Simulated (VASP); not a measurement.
# Ca2BiRh2 (I4/mmm) in VASP: single point with PBE

Aim: the single point of Ca2BiRh2 with PBE.

Program: VASP 6.6.1. These are calculated values, not measurements. Logs are shortened: lines on timing, memory, paths and dates and some standing lists are left out, and cuts for length are marked.

**1. The cell of the first run**

Symmetry: I4/mmm, No. 139, tetragonal system. The conventional cell has a = 4.136 Å, b = 4.136 Å, c = 13.207 Å, α = 90.00°, β = 90.00°, γ = 90.00°. Within 3.2 Å of Rh (site symmetry -4m2) lie 4 Ca at 2.41 Å and 4 Rh at 2.92 Å. Within 3.2 Å of Ca (site symmetry 4mm) lie 4 Rh at 2.41 Å. Bi (site symmetry 4/mmm) has 10 Ca at 3.58 to 4.54 Å and 8 Rh at 3.90 Å and 4 Bi at 4.14 Å within 4.7 Å.

**2. Single point, PBE**

Contents of INCAR:

```
PREC = Accurate ; ENCUT = 500
EDIFF = 1E-6 ; ISMEAR = -1
SIGMA = 0.1 ; LREAL = False
LASPH = True ; NELM = 120
ALGO = Normal ; ISIF = 2
LWAVE = False ; LCHARG = True
GGA = PE ; LELF = True
LVHAR = True ; NBANDS = 40
GGA_COMPAT = False
```

Contents of KPOINTS:

```
Automatic mesh
0
Gamma
  9 9 9
```

Contents of POSCAR:

```
Ca2BiRh2
1.0
    0.0000000000      4.1355790000      0.0000000000
    4.1355790000      0.0000000000      0.0000000000
    2.0677890000      2.0677890000     -6.6035380000
Rh Ca Bi
2 2 1
Direct
    0.2500000000      0.7500000000      0.5000000000
    0.7500000000      0.2500000000      0.5000000000
    0.3440000000      0.3440000000      0.3120000000
    0.6560000000      0.6560000000      0.6880000000
    0.0000000000      0.0000000000      0.0000000000
```

Potentials or basis: VASP PAW PBE potentials, release 64 (Rh_pv, Ca_sv, Bi_d).

On the command line:

```console
$ cat potpaw_PBE.64/Rh_pv/POTCAR potpaw_PBE.64/Ca_sv/POTCAR potpaw_PBE.64/Bi_d/POTCAR > POTCAR
$ mpirun -np 1 vasp_std > vasp.out
```

OUTCAR:

```text
PREC = Accurate
   ENCUT = 500
   EDIFF = 1E-6
   ISMEAR = -1
   LREAL = False
   LASPH = True
   NELM = 120
   ISIF = 2
   GGA = PE

 ion  position               nearest neighbor table
   1  0.250  0.750  0.500-   3 2.41   4 2.41   3 2.41   4 2.41   2 2.92   2 2.92   2 2.92   2 2.92

   2  0.750  0.250  0.500-   3 2.41   4 2.41   3 2.41   4 2.41   1 2.92   1 2.92   1 2.92   1 2.92

   3  0.344  0.344  0.312-   1 2.41   2 2.41   1 2.41   2 2.41
   4  0.656  0.656  0.688-   1 2.41   2 2.41   1 2.41   2 2.41
   5  0.000  0.000  0.000-

  LATTYP: Found a body centered tetragonal cell.
 ALAT       =     4.1355790000
 C/A-ratio  =     3.1935252597

  Lattice vectors:

 A1 = (  -2.0677890000,   2.0677900000,   6.6035380000)
 A2 = (   2.0677900000,  -2.0677890000,   6.6035380000)
 A3 = (   2.0677890000,   2.0677890000,  -6.6035380000)

Analysis of symmetry for initial positions (statically):
=====================================================================
 Subroutine PRICEL returns:
 Original cell was already a primitive cell.

 Routine SETGRP: Setting up the symmetry group for a
 body centered tetragonal supercell.

 Subroutine GETGRP returns: Found 16 space group operations
 (whereof 16 operations were pure point group operations)
 out of a pool of 16 trial point group operations.

The static configuration has the point symmetry D_4h.

Analysis of symmetry for dynamics (positions and initial velocities):
=====================================================================
 Subroutine PRICEL returns:
 Original cell was already a primitive cell.

 Routine SETGRP: Setting up the symmetry group for a
 body centered tetragonal supercell.

 Subroutine GETGRP returns: Found 16 space group operations
 (whereof 16 operations were pure point group operations)
 out of a pool of 16 trial point group operations.

The dynamic configuration has the point symmetry D_4h.

 Subroutine INISYM returns: Found 16 space group operations
 (whereof 16 operations are pure point group operations),
 and found     1 'primitive' translations

----------------------------------------------------------------------------------------

                                     Primitive cell

  volume of cell :     112.9404

  direct lattice vectors                    reciprocal lattice vectors
     0.000000000  4.135579000  0.000000000     0.000000000  0.241804110  0.075716969
     4.135579000  0.000000000  0.000000000     0.241804110  0.000000000  0.075716969
     2.067789000  2.067789000 -6.603538000     0.000000000  0.000000000 -0.151433974

  length of vectors
     4.135579000  4.135579000  7.222064581     0.253381702  0.253381702  0.151433974

  position of ions in fractional coordinates (direct lattice)
     0.250000000  0.750000000  0.500000000
     0.750000000  0.250000000  0.500000000
     0.344000000  0.344000000  0.312000000
     0.656000000  0.656000000  0.688000000
     0.000000000  0.000000000  0.000000000

  ion indices of the primitive-cell ions
   primitive index   ion index
                 1           1
                 2           2
                 3           3
                 4           4
                 5           5

----------------------------------------------------------------------------------------

 KPOINTS: Automatic mesh

Automatic generation of k-mesh.
 Grid dimensions read from file:
 generate k-points for:    9    9    9

 Generating k-lattice:

  Cartesian coordinates                     Fractional coordinates (reciprocal lattice)
     0.000000000  0.026867123  0.008412997     0.111111111  0.000000000 -0.000000000
     0.026867123  0.000000000  0.008412997     0.000000000  0.111111111 -0.000000000
     0.000000000  0.000000000 -0.016825997     0.000000000  0.000000000  0.111111111

  Length of vectors
     0.028153522  0.028153522  0.016825997

  Shift w.r.t. Gamma in fractional coordinates (k-lattice)
     0.000000000  0.000000000  0.000000000

 Subroutine IBZKPT returns following result:
 ===========================================

 Found     75 irreducible k-points:

 Following reciprocal coordinates:
            Coordinates               Weight
  0.000000  0.000000  0.000000      1.000000
  0.111111  0.000000 -0.000000      8.000000
  0.222222  0.000000 -0.000000      8.000000
  0.333333  0.000000  0.000000      8.000000
  0.444444  0.000000 -0.000000      8.000000
  0.111111  0.111111 -0.000000      8.000000
[... 16 lines left out ...]
 -0.333333  0.333333  0.000000      4.000000
  0.444444  0.444444 -0.000000      8.000000
 [... further k-points ...]
   k-points           NKPTS =     75   k-points in BZ     NKDIM =     75   number of bands    NBANDS=     40
   number of dos      NEDOS =    301   number of ions     NIONS =      5
   total plane-waves  NPLWV =  48600
   dimension x,y,z NGX =    30 NGY =   30 NGZ =   54
   dimension x,y,z NGXF=    60 NGYF=   60 NGZF=  108
   ions per type =               2   2   1
   NGX,Y,Z   is equivalent  to a cutoff of  12.06, 12.06, 12.43 a.u.
   NGXF,Y,Z  is equivalent  to a cutoff of  24.12, 24.12, 24.86 a.u.
 SYSTEM =  unknown system
   PREC   = accura    normal or accurate (medium, high low for compatibility)
   ISTART =      0    job   : 0-new  1-cont  2-samecut
   ICHARG =      2    charge: 1-file 2-atom 10-const
   ISPIN  =      1    spin polarized calculation?
   LNONCOLLINEAR =      F non collinear calculations
   LSORBIT =      F    spin-orbit coupling
   LASPH  =      T    aspherical Exc in radial PAW
   ENCUT  =  500.0 eV  36.75 Ry    6.06 a.u.   7.54  7.54 13.17*2*pi/ulx,y,z
   NELM   =    120;   NELMIN=  2; NELMDL= -5     # of ELM steps
   EDIFF  = 0.1E-05   stopping-criterion for ELM
   LREAL  =      F    real-space projection
   EDIFFG = 0.1E-04   stopping-criterion for IOM
   NSW    =      0    number of steps for IOM
   IBRION =     -1    ionic relax: 0-MD 1-quasi-New 2-CG
   NFREE  =      0    steps in history (QN), initial steepest desc. (CG)
   ISIF   =      2    stress and relaxation
   ISYM   =      2    0-nonsym 1-usesym 2-fastsym
   POTIM  = 0.5000    time-step for ionic-motion
   TEBEG  =    0.0;   TEEND  =   0.0 temperature during run
   PSTRESS=    0.0 pullay stress
   NELECT =      65.0000    total number of electrons
   NUPDOWN=      -1.0000    fix difference up-down
   EMIN   =  10.00;   EMAX   =-10.00  energy-range for DOS
   EFERMI =   0.00;   METHOD = LEGACY
   ISMEAR =    -1;   SIGMA  =   0.10  broadening in eV -4-tet -1-fermi 0-gaus
   EFERMI_NEDOS =   21; number of points for ismear=-14 and -15
   IALGO  =     38    algorithm
   IMIX   =      4    mixing-type and parameters
     AMIX     =   0.40;   BMIX     =  1.00
     AMIX_MAG =   1.60;   BMIX_MAG =  1.00
  volume/ion in A,a.u.               =      22.59       152.43
  Fermi-wavevector in a.u.,A,eV,Ry     =   1.361746  2.573327 25.230001  1.854353
  Thomas-Fermi vector in A             =   2.488296
   LORBIT       =      0    0 simple, 1 ext, 2 COOP (PROOUT), +10 PAW based schemes
   GGA     = PE    functional components
   LHFCALC =     F    Hartree Fock is set to
   AEXX    =    0.0000 exact exchange contribution
   IVDW    =     0    specifies the selected vdW correction
   LEPSILON=     F    determine dielectric tensor
   LRPA    =     F    only Hartree local field effects (RPA)
 non-spin polarized calculation
  energy-cutoff  :      500.00
  volume of cell :      112.94
 maximum number of plane-waves:      2904
 NGX is ok and might be reduce to    30
   NGX = 15   NGY = 15   NGZ = 27

 number of electron      64.9999987 magnetization

 Free energy of the ion-electron system (eV)
  ---------------------------------------------------
  ext. energy  EPLUGINS =         0.00000000
  ---------------------------------------------------
  free energy    TOTEN  =       -19.19001515 eV

  energy without entropy =      -19.09714301  energy(sigma->0) =      -19.14357908

 E-fermi :   5.9656     XC(G=0): -10.5000

 val. band max:        5.9411808499   @ k =  -0.4444   0.3333   0.0000
 cond. band min:       5.9681114936   @ k =  -0.3333   0.1111   0.0000
 fundamental gap:      0.0269306438
 Fermi energy:         5.9655548869

 k-point     1 :       0.0000    0.0000    0.0000
  band No.  band energies     occupation
      1     -39.3901      2.00000
      2     -39.3901      2.00000
      3     -39.2205      2.00000
      4     -39.2205      2.00000
      5     -39.1679      2.00000
      6     -39.0991      2.00000
[... 32 lines left out ...]
     39       9.4117      0.00000
     40      10.2979      0.00000

 k-point     2 :       0.1111    0.0000   -0.0000
  band No.  band energies     occupation
      1     -39.3878      2.00000
      2     -39.3850      2.00000
      3     -39.2283      2.00000
      4     -39.2257      2.00000
      5     -39.1648      2.00000
      6     -39.1004      2.00000
[... 32 lines left out ...]
     39       9.9286      0.00000
     40      10.3948      0.00000

 k-point     3 :       0.2222    0.0000   -0.0000
  band No.  band energies     occupation
      1     -39.3800      2.00000
      2     -39.3704      2.00000
      3     -39.2498      2.00000
      4     -39.2405      2.00000
      5     -39.1565      2.00000
      6     -39.1046      2.00000
[... 32 lines left out ...]
     39      10.7309      0.00000
     40      10.9061      0.00000

 k-point     4 :       0.3333    0.0000    0.0000
  band No.  band energies     occupation
      1     -39.3652      2.00000
      2     -39.3479      2.00000
      3     -39.2800      2.00000
      4     -39.2631      2.00000
      5     -39.1449      2.00000
      6     -39.1114      2.00000
[... 32 lines left out ...]
     39      11.1185      0.00000
     40      11.2555      0.00000
[... 772 lines left out ...]
     39      10.3491      0.00000
     40      10.8074      0.00000

 k-point    23 :      -0.3333    0.3333    0.0000
  band No.  band energies     occupation
      1     -39.4359      2.00000
      2     -39.3936      2.00000
      3     -39.2488      2.00000
      4     -39.2060      2.00000
      5     -39.1324      2.00000
      6     -39.1158      2.00000
[... 32 lines left out ...]
     39      10.5358      0.00000
     40      11.0497      0.00000

 k-point    24 :       0.4444    0.4444   -0.0000
  band No.  band energies     occupation
      1     -39.4483      2.00000
      2     -39.4432      2.00000
      3     -39.2069      2.00000
      4     -39.2017      2.00000
      5     -39.1228      2.00000
      6     -39.1208      2.00000
[... 32 lines left out ...]
     39      10.0118      0.00000
     40      10.7592      0.00000

 [... further k-points ...]
[... 5 lines left out ...]
  --------------------------------------------------------------------------------------
  -------------------------------------------------------------------------------------
  Total       12.1531893     12.1531893      8.5439479      0.0000000      0.0000006      0.0000006
  in kB      172.4056610    172.4056610    121.2048082      0.0000000      0.0000092      0.0000092
  external PRESSURE =     155.3387101 kB  Pullay stress =       0.0000000 kB

 VOLUME and BASIS-vectors are now :
 -----------------------------------------------------------------------------
  energy-cutoff  :      500.00
  volume of cell :      112.94
      direct lattice vectors                 reciprocal lattice vectors
     0.000000000  4.135579000  0.000000000     0.000000000  0.241804110  0.075716969
     4.135579000  0.000000000  0.000000000     0.241804110  0.000000000  0.075716969
     2.067789000  2.067789000 -6.603538000     0.000000000  0.000000000 -0.151433974

 POSITION                                       TOTAL-FORCE (eV/Angst)
 -----------------------------------------------------------------------------------
      4.13558      2.06779     -3.30177        -0.000000     -0.000000     -0.000000
      2.06779      4.13558     -3.30177        -0.000000      0.000000     -0.000000
      2.06779      2.06779     -2.06030         0.000000      0.000000      4.747243
      4.13558      4.13558     -4.54323        -0.000000     -0.000000     -4.747243
      0.00000      0.00000      0.00000         0.000000     -0.000000     -0.000000
 -----------------------------------------------------------------------------------
    total drift:                                0.000000      0.000000     -0.000000

  FREE ENERGIE OF THE ION-ELECTRON SYSTEM (eV)
  ---------------------------------------------------
  free  energy   TOTEN  =       -19.1900151481 eV

  energy  without entropy=      -19.0971430054  energy(sigma->0) =      -19.14357908
```

Wall time 4.8 min (1 thread of Intel Xeon Platinum 8259CL at 2.50GHz (Skylake/Cascade Lake), shared host); peak memory 0.42 GiB.

Results:

```
Free energy            : -19.1900 eV
Pressure               : 15.5 GPa
Largest force          : 4.747 eV/Å
Band gap on the k mesh : zero (an odd number of electrons rules out a gap without spin polarisation)
```

Forces on the atoms (eV/Å):
```
Rh   0.000  0.000  0.000
Rh   0.000  0.000  0.000
Ca   0.000  0.000  4.747
Ca   0.000  0.000 -4.747
Bi   0.000  0.000  0.000
```

Caveat: the stress differs along the axes, from 12 to 17 GPa; spin-orbit coupling is left out, which moves the levels of the heavy elements; forces of over 1 eV/Å act on the atoms, so gaps and moduli don't describe the material at rest.

The gap in the log of VASP goes by the Fermi energy; the results here count the filled bands.